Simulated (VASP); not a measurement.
# C (I4_1/amd) in VASP: further runs

Runs on C. Level: PBE. Tasks: single point.

Program: VASP 6.6.1. These are calculated values, not measurements. Logs are shortened: lines on timing, memory, paths and dates and some standing lists are left out, and cuts for length are marked.

## Step 1: The cell of the first run

Symmetry: I4_1/amd, No. 141, tetragonal system. The conventional cell has a = 2.525 Å, b = 2.525 Å, c = 3.518 Å, α = 90.00°, β = 90.00°, γ = 90.00°. C (site symmetry -4m2) has 4 C at 1.54 Å within 2.1 Å.

## Step 2: Single point, PBE (strain -0.0150 x Voigt [0, 0, 1, 0, 0, 0])

File INCAR:

```
SYSTEM = C
  PREC = Accurate
  ENCUT = 520
  EDIFF = 1E-6
  ISMEAR = 0
  SIGMA = 0.05
  LREAL = .False.
  LASPH = .True.
  NELM = 80
  ALGO = Normal
  ISIF = 2
  LWAVE = .False.
  LCHARG = .False.
  GGA = PE
  NBANDS = 11
```

File KPOINTS:

```
regular mesh
0
Gamma
  12 12 12
  0 0 0
```

File POSCAR:

```
C
1.0
    0.0000000000      1.7857375319      1.7589514689
    1.7857375319      0.0000000000      1.7589514689
    1.7857375319      1.7857375319      0.0000000000
C
2
Direct
    0.5000000000      0.5000000000      0.5000000000
    0.7500000000      0.7500000000      0.7500000000
```

Potentials or basis: VASP PAW PBE potentials, release 64 (C).

Command:

```
cat potpaw_PBE.64/C/POTCAR > POTCAR
mpirun -np 1 vasp_std > vasp.out
```

OUTCAR:

```text
SYSTEM = C
   PREC = Accurate
   ENCUT = 520
   EDIFF = 1E-6
   ISMEAR = 0
   LREAL = .False.
   LASPH = .True.
   NELM = 80
   ISIF = 2
   GGA = PE

 ion  position               nearest neighbor table
   1  0.500  0.500  0.500-   2 1.54   2 1.54   2 1.54   2 1.54
   2  0.750  0.750  0.750-   1 1.54   1 1.54   1 1.54   1 1.54

  LATTYP: Found a body centered tetragonal cell.
 ALAT       =     2.5254142365
 C/A-ratio  =     1.3930003589

  Lattice vectors:

 A1 = (   0.0000000000,  -1.7857375319,  -1.7589514689)
 A2 = (   0.0000000000,   1.7857375319,  -1.7589514689)
 A3 = (   1.7857375319,   0.0000000000,   1.7589514689)

Analysis of symmetry for initial positions (statically):
=====================================================================
 Subroutine PRICEL returns:
 Original cell was already a primitive cell.

 Routine SETGRP: Setting up the symmetry group for a
 body centered tetragonal supercell.

 Subroutine GETGRP returns: Found 16 space group operations
 (whereof  8 operations were pure point group operations)
 out of a pool of 16 trial point group operations.

The static configuration has the point symmetry D_2d.
 The point group associated with its full space group is D_4h.

Analysis of symmetry for dynamics (positions and initial velocities):
=====================================================================
 Subroutine PRICEL returns:
 Original cell was already a primitive cell.

 Routine SETGRP: Setting up the symmetry group for a
 body centered tetragonal supercell.

 Subroutine GETGRP returns: Found 16 space group operations
 (whereof  8 operations were pure point group operations)
 out of a pool of 16 trial point group operations.

The dynamic configuration has the point symmetry D_2d.
 The point group associated with its full space group is D_4h.

 Subroutine INISYM returns: Found 16 space group operations
 (whereof  8 operations are pure point group operations),
 and found     1 'primitive' translations

----------------------------------------------------------------------------------------

                                     Primitive cell

  volume of cell :      11.2181

  direct lattice vectors                    reciprocal lattice vectors
     0.000000000  1.785737532  1.758951469    -0.279996355  0.279996355  0.284260259
     1.785737532  0.000000000  1.758951469     0.279996355 -0.279996355  0.284260259
     1.785737532  1.785737532  0.000000000     0.279996355  0.279996355 -0.284260259

  length of vectors
     2.506545193  2.506545193  2.525414236     0.487442112  0.487442112  0.487442112

  position of ions in fractional coordinates (direct lattice)
     0.500000000  0.500000000  0.500000000
     0.750000000  0.750000000  0.750000000

  ion indices of the primitive-cell ions
   primitive index   ion index
                 1           1
                 2           2

----------------------------------------------------------------------------------------

 KPOINTS: regular mesh

Automatic generation of k-mesh.
 Grid dimensions read from file:
 generate k-points for:   12   12   12

 Generating k-lattice:

  Cartesian coordinates                     Fractional coordinates (reciprocal lattice)
    -0.023333030  0.023333030  0.023688355     0.083333333 -0.000000000  0.000000000
     0.023333030 -0.023333030  0.023688355    -0.000000000  0.083333333  0.000000000
     0.023333030  0.023333030 -0.023688355     0.000000000  0.000000000  0.083333333

  Length of vectors
     0.040620176  0.040620176  0.040620176

  Shift w.r.t. Gamma in fractional coordinates (k-lattice)
     0.000000000  0.000000000  0.000000000

 Subroutine IBZKPT returns following result:
 ===========================================

 Found    163 irreducible k-points:

 Following reciprocal coordinates:
            Coordinates               Weight
  0.000000  0.000000  0.000000      1.000000
  0.083333  0.000000  0.000000      8.000000
  0.166667  0.000000  0.000000      8.000000
  0.250000 -0.000000  0.000000      8.000000
  0.333333 -0.000000  0.000000      8.000000
  0.416667  0.000000  0.000000      8.000000
[... 16 lines left out ...]
  0.500000  0.166667  0.000000      8.000000
 -0.416667  0.166667  0.000000      8.000000
 [... further k-points ...]
   k-points           NKPTS =    163   k-points in BZ     NKDIM =    163   number of bands    NBANDS=     11
   number of dos      NEDOS =    301   number of ions     NIONS =      2
   total plane-waves  NPLWV =   8000
   dimension x,y,z NGX =    20 NGY =   20 NGZ =   20
   dimension x,y,z NGXF=    40 NGYF=   40 NGZF=   40
   ions per type =               2
   NGX,Y,Z   is equivalent  to a cutoff of  13.26, 13.26, 13.17 a.u.
   NGXF,Y,Z  is equivalent  to a cutoff of  26.53, 26.53, 26.33 a.u.
 SYSTEM =  C
   PREC   = accura    normal or accurate (medium, high low for compatibility)
   ISTART =      0    job   : 0-new  1-cont  2-samecut
   ICHARG =      2    charge: 1-file 2-atom 10-const
   ISPIN  =      1    spin polarized calculation?
   LNONCOLLINEAR =      F non collinear calculations
   LSORBIT =      F    spin-orbit coupling
   LASPH  =      T    aspherical Exc in radial PAW
   ENCUT  =  520.0 eV  38.22 Ry    6.18 a.u.   4.66  4.66  4.70*2*pi/ulx,y,z
   NELM   =     80;   NELMIN=  2; NELMDL= -5     # of ELM steps
   EDIFF  = 0.1E-05   stopping-criterion for ELM
   LREAL  =      F    real-space projection
   EDIFFG = 0.1E-04   stopping-criterion for IOM
   NSW    =      0    number of steps for IOM
   IBRION =     -1    ionic relax: 0-MD 1-quasi-New 2-CG
   NFREE  =      0    steps in history (QN), initial steepest desc. (CG)
   ISIF   =      2    stress and relaxation
   ISYM   =      2    0-nonsym 1-usesym 2-fastsym
   POTIM  = 0.5000    time-step for ionic-motion
   TEBEG  =    0.0;   TEEND  =   0.0 temperature during run
   PSTRESS=    0.0 pullay stress
   NELECT =       8.0000    total number of electrons
   NUPDOWN=      -1.0000    fix difference up-down
   EMIN   =  10.00;   EMAX   =-10.00  energy-range for DOS
   EFERMI =   0.00;   METHOD = LEGACY
   ISMEAR =     0;   SIGMA  =   0.05  broadening in eV -4-tet -1-fermi 0-gaus
   EFERMI_NEDOS =   21; number of points for ismear=-14 and -15
   IALGO  =     38    algorithm
   IMIX   =      4    mixing-type and parameters
     AMIX     =   0.40;   BMIX     =  1.00
     AMIX_MAG =   1.60;   BMIX_MAG =  1.00
  volume/ion in A,a.u.               =       5.61        37.85
  Fermi-wavevector in a.u.,A,eV,Ry     =   1.462621  2.763953 29.106400  2.139260
  Thomas-Fermi vector in A             =   2.578813
   LORBIT       =      0    0 simple, 1 ext, 2 COOP (PROOUT), +10 PAW based schemes
   GGA     = PE    functional components
   LHFCALC =     F    Hartree Fock is set to
   AEXX    =    0.0000 exact exchange contribution
   IVDW    =     0    specifies the selected vdW correction
   LEPSILON=     F    determine dielectric tensor
   LRPA    =     F    only Hartree local field effects (RPA)
 non-spin polarized calculation
 Gauss-broadening in eV      SIGMA  =   0.05
  energy-cutoff  :      520.00
  volume of cell :       11.22
 maximum number of plane-waves:       312
   NGX =  9   NGY =  9   NGZ =  9

 number of electron       7.9999999 magnetization

 Free energy of the ion-electron system (eV)
  ---------------------------------------------------
  ext. energy  EPLUGINS =         0.00000000
  ---------------------------------------------------
  free energy    TOTEN  =       -18.17621989 eV

  energy without entropy =      -18.17621989  energy(sigma->0) =      -18.17621989

 E-fermi :  10.3412     XC(G=0): -13.3072

 val. band max:       10.0426502090   @ k =   0.0000   0.0000   0.0000
 cond. band min:      13.8366203132   @ k =   0.3333   0.3333   0.0000
 fundamental gap:      3.7939701042
 Fermi energy:        10.3411859808

 k-point     1 :       0.0000    0.0000    0.0000
  band No.  band energies     occupation
      1     -11.7354      2.00000
      2       9.8169      2.00000
      3       9.8169      2.00000
      4      10.0427      2.00000
      5      15.3894      0.00000
      6      15.5777      0.00000
      7      15.5777      0.00000
      8      23.4766      0.00000
      9      29.3314      0.00000
     10      36.1531      0.00000
     11      36.9091      0.00000

 k-point     2 :       0.0833    0.0000    0.0000
  band No.  band energies     occupation
      1     -11.5415      2.00000
      2       8.6473      2.00000
      3       9.4866      2.00000
      4       9.6528      2.00000
      5      15.8531      0.00000
      6      16.0013      0.00000
      7      16.2737      0.00000
      8      23.6338      0.00000
      9      29.6531      0.00000
     10      34.1136      0.00000
     11      34.6335      0.00000

 k-point     3 :       0.1667    0.0000    0.0000
  band No.  band energies     occupation
      1     -10.9623      2.00000
      2       6.1042      2.00000
      3       8.7667      2.00000
      4       8.9494      2.00000
      5      16.7869      0.00000
      6      16.9137      0.00000
      7      17.3992      0.00000
      8      24.0834      0.00000
      9      30.3216      0.00000
     10      32.5821      0.00000
     11      32.9771      0.00000

 k-point     4 :       0.2500   -0.0000    0.0000
  band No.  band energies     occupation
      1     -10.0061      2.00000
      2       3.2487      2.00000
      3       8.0213      2.00000
      4       8.2341      2.00000
      5      17.6416      0.00000
      6      17.7442      0.00000
      7      18.2207      0.00000
      8      24.7114      0.00000
      9      30.7405      0.00000
     10      32.2576      0.00000
     11      32.5061      0.00000

 k-point     5 :       0.3333   -0.0000    0.0000
  band No.  band energies     occupation
      1      -8.6938      2.00000
      2       0.4483      2.00000
      3       7.4276      2.00000
      4       7.6696      2.00000
      5      18.1228      0.00000
      6      18.1921      0.00000
      7      18.7162      0.00000
      8      25.2868      0.00000
      9      30.9857      0.00000
     10      33.1985      0.00000
     11      33.2758      0.00000
[... 211 lines left out ...]
 k-point    21 :       0.3333    0.1667    0.0000
  band No.  band energies     occupation
      1      -8.8930      2.00000
      2       2.5729      2.00000
      3       5.8981      2.00000
      4       6.5866      2.00000
      5      15.7498      0.00000
      6      20.8328      0.00000
      7      20.8641      0.00000
      8      21.6695      0.00000
      9      31.2342      0.00000
     10      31.8541      0.00000
     11      36.9650      0.00000

 k-point    22 :       0.4167    0.1667    0.0000
  band No.  band energies     occupation
      1      -7.4791      2.00000
      2      -0.0067      2.00000
      3       5.6650      2.00000
      4       5.7534      2.00000
      5      16.4259      0.00000
      6      20.9356      0.00000
      7      21.2439      0.00000
      8      22.5055      0.00000
      9      31.2171      0.00000
     10      32.7395      0.00000
     11      37.4424      0.00000

 k-point    23 :       0.5000    0.1667    0.0000
  band No.  band energies     occupation
      1      -5.8797      2.00000
      2      -2.2605      2.00000
      3       5.0319      2.00000
      4       5.7435      2.00000
      5      16.8449      0.00000
      6      20.6511      0.00000
      7      21.3894      0.00000
      8      24.1084      0.00000
      9      30.2361      0.00000
     10      34.0301      0.00000
     11      36.6464      0.00000

 k-point    24 :      -0.4167    0.1667    0.0000
  band No.  band energies     occupation
      1      -5.5106      2.00000
      2      -2.7045      2.00000
      3       4.5302      2.00000
      4       6.1201      2.00000
      5      17.2683      0.00000
      6      20.1708      0.00000
      7      21.3856      0.00000
      8      25.4049      0.00000
      9      29.4027      0.00000
     10      34.1899      0.00000
     11      34.6994      0.00000

 [... further k-points ...]

------------------------ aborting loop because EDIFF is reached ----------------------------------------

  FORCE on cell =-STRESS in cart. coord.  units (eV):
  Direction    XX          YY          ZZ          XY          YZ          ZX
  --------------------------------------------------------------------------------------
  -------------------------------------------------------------------------------------
  Total        0.1983454      0.1983454      1.1788103      0.0000000      0.0000000     -0.0000000
  in kB       28.3278533     28.3278533    168.3586309      0.0000000      0.0000000     -0.0000000
  external PRESSURE =      75.0047792 kB  Pullay stress =       0.0000000 kB

 VOLUME and BASIS-vectors are now :
 -----------------------------------------------------------------------------
  energy-cutoff  :      520.00
  volume of cell :       11.22
      direct lattice vectors                 reciprocal lattice vectors
     0.000000000  1.785737532  1.758951469    -0.279996355  0.279996355  0.284260259
     1.785737532  0.000000000  1.758951469     0.279996355 -0.279996355  0.284260259
     1.785737532  1.785737532  0.000000000     0.279996355  0.279996355 -0.284260259

 POSITION                                       TOTAL-FORCE (eV/Angst)
 -----------------------------------------------------------------------------------
      1.78574      1.78574      1.75895         0.000000      0.000000     -0.000000
      2.67861      2.67861      2.63843        -0.000000     -0.000000      0.000000
 -----------------------------------------------------------------------------------
    total drift:                                0.000000     -0.000000      0.000000

  FREE ENERGIE OF THE ION-ELECTRON SYSTEM (eV)
  ---------------------------------------------------
  free  energy   TOTEN  =       -18.1762198949 eV

  energy  without entropy=      -18.1762198949  energy(sigma->0) =      -18.17621989
```

Run time: 6.7 s. Hardware: 1 thread of Intel Xeon 6975P-C (Granite Rapids), shared host; peak memory 0.12 GiB.

Results:

```
Free energy            : -18.1762 eV
Pressure               : 7.5 GPa
Band gap on the k mesh : 3.79 eV, indirect (least direct gap 5.35 eV)
```

Caveat: the cell differs from its parent crystal (strain -0.0150 x Voigt [0, 0, 1, 0, 0, 0]). A k mesh can miss the band edges.

(Part 1 of 2 ends here.)
